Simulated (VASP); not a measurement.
A run of VASP 6.6.1:

The input INCAR:

```
ALGO     = Normal         # electronic algorithm
EDIFF    = 1E-6           # SCF threshold, eV
ENCUT    = 600            # plane-wave cutoff, eV
GGA_COMPAT= F            
ISIF     = 2              # what is computed and relaxed
ISMEAR   = 0              # smearing method
ISPIN    = 2              # spin polarisation
LASPH    = T              # aspherical terms in the spheres
LCHARG   = T              # write CHGCAR
LELF     = T              # ELF
LMAXMIX  = 4              # l up to which the mixer works
LORBIT   = 11             # projections on sites
LREAL    = F              # projectors in reciprocal space
LVHAR    = T            
LWAVE    = F              # write WAVECAR
MAGMOM   = 2.22           # initial moments
NBANDS   = 18             # bands
NELM     = 200            # most SCF steps
PREC     = Accurate       # precision mode
SIGMA    = 0.1            # smearing width, eV
```

KPOINTS

```
k-points
0
Gamma
  22 22 22
```

Contents of POSCAR:

```
Fe
1.0
   -1.3753072281      1.3753072281      1.3753072281
    1.3753072281     -1.3753072281      1.3753072281
    1.3753072281      1.3753072281     -1.3753072281
Fe
1
Direct
    0.0000000000      0.0000000000      0.0000000000
```

Potentials or basis: VASP PAW LDA potentials, release 64 (Fe_sv).

Run with:

```sh
$ cat potpaw_LDA.64/Fe_sv/POTCAR > POTCAR
$ mpirun -np 1 vasp_std > vasp.out
```

Hardware: 1 thread of Intel(R) Xeon(R) Platinum 8259CL CPU @ 2.50GHz (Skylake/Cascade Lake), on a shared host.

Q: How long does it take, and how much memory?

A: Run time: 100 s on 1 thread of Intel(R) Xeon(R) Platinum 8259CL CPU @ 2.50GHz (Skylake/Cascade Lake) (shared host), peak memory 0.22 GiB. Counts: scf iterations 13, k points 328.
